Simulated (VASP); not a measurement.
Write the native input for VASP 6.6.1 that does the following.

| Item | Value |
| --- | --- |
| Task | single point |
| Functional | PBE |
| Potentials or basis | VASP PAW PBE potentials, release 64 (Pb_d, S) |
| Cutoff | 520 eV |
| k mesh | 8 × 8 × 4 |
| Occupations | fermi-dirac, width 0.05 eV |
| Spin | no spin polarisation |
| Dipole correction | no |
| Further INCAR settings | ALGO = Normal; EDIFF = 1e-06; NBANDS = 28 |

The structure of PbS lies in POSCAR:

```
PbS
1.0
    2.0840099683     -3.6127534523      0.0000000000
    2.0840099683      3.6127534523      0.0000000000
    0.0000000000      0.0000000000      7.6594291057
Pb S
2 2
Direct
    0.9989683400      0.0010316600      0.0132681900
    0.0010316600      0.9989683400      0.5132681900
    0.3328545200      0.6671454800      0.8075318100
    0.6671454800      0.3328545200      0.3075318100
```

One way to write it, as run:

INCAR

```
SYSTEM = PbS
ALGO = Normal ; EDIFF = 1E-6
ENCUT = 520 ; GGA = PE
ISIF = 2 ; ISMEAR = -1
LASPH = .True. ; LCHARG = .True.
LELF = .True. ; LREAL = .False.
LVHAR = .True. ; LWAVE = .False.
NBANDS = 28 ; NELM = 60
PREC = Accurate ; SIGMA = 0.05
```

KPOINTS

```
k-points
0
Gamma
  8 8 4
  0 0 0
```

Potentials or basis: VASP PAW PBE potentials, release 64 (Pb_d, S).

The run is started by

```sh
$ cat potpaw_PBE.64/Pb_d/POTCAR potpaw_PBE.64/S/POTCAR > POTCAR
$ mpirun -np 1 vasp_std > vasp.out
```

Results of the run:

```json
{
 "Pressure": "-1.0 GPa",
 "Largest force": "0.071 eV/Å",
 "Band gap on the k mesh": "0.69 eV, indirect (least direct gap 1.14 eV)"
}
```

Caveat: spin-orbit coupling is left out, which moves the levels of the heavy elements.

It took 4.8 min on 1 thread of AMD EPYC 7R13 (shared host), peak memory 0.31 GiB.
